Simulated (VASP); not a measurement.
Input of a VASP 6.6.1 run:

INCAR

```
SYSTEM = Na
ALGO = Normal
EDIFF = 1E-7
EDIFFG = -0.02
ENCUT = 600
GGA = PS
IBRION = 2
ISIF = 3
ISMEAR = -1
LASPH = .True.
LCHARG = .False.
LREAL = .False.
LWAVE = .False.
NELM = 60
NSW = 60
PREC = Accurate
SIGMA = 0.05
```

The input KPOINTS:

```
k-points
0
Gamma
  7 7 7
  0 0 0
```

Contents of POSCAR:

```
Na
1.0
   -2.1410000000      2.1410000000      2.1410000000
    2.1410000000     -2.1410000000      2.1410000000
    2.1410000000      2.1410000000     -2.1410000000
Na
1
Direct
    0.0000000000      0.0000000000      0.0000000000
```

Potentials or basis: VASP PAW PBE potentials, release 64 (Na_pv).

Command:

```console
$ cat potpaw_PBE.64/Na_pv/POTCAR > POTCAR
$ mpirun -np 1 vasp_std > vasp.out
```

Task: What does it give for the space group after relaxing (to 0.05 Å)?

Result: Im-3m (No. 229).

Task: What does it give for the relaxed cell?

Result: a = 3.612 Å, b = 3.612 Å, c = 3.612 Å, α = 109.47°, β = 109.47°, γ = 109.47°.

Task: Estimate the relaxed volume.

Result: 36.29 Å³/atom.

The path:
```csv
step,energy change (eV),largest force (eV/Å),pressure (GPa),volume (Å³)
1,0.0000,0.0000,-0.55,39.26
2,-0.0023,0.0000,-0.44,38.50
3,-0.0056,0.0000,-0.04,36.29
```

Caveat: the PAW data sets were made with another functional, which shifts forces and pressure a little.
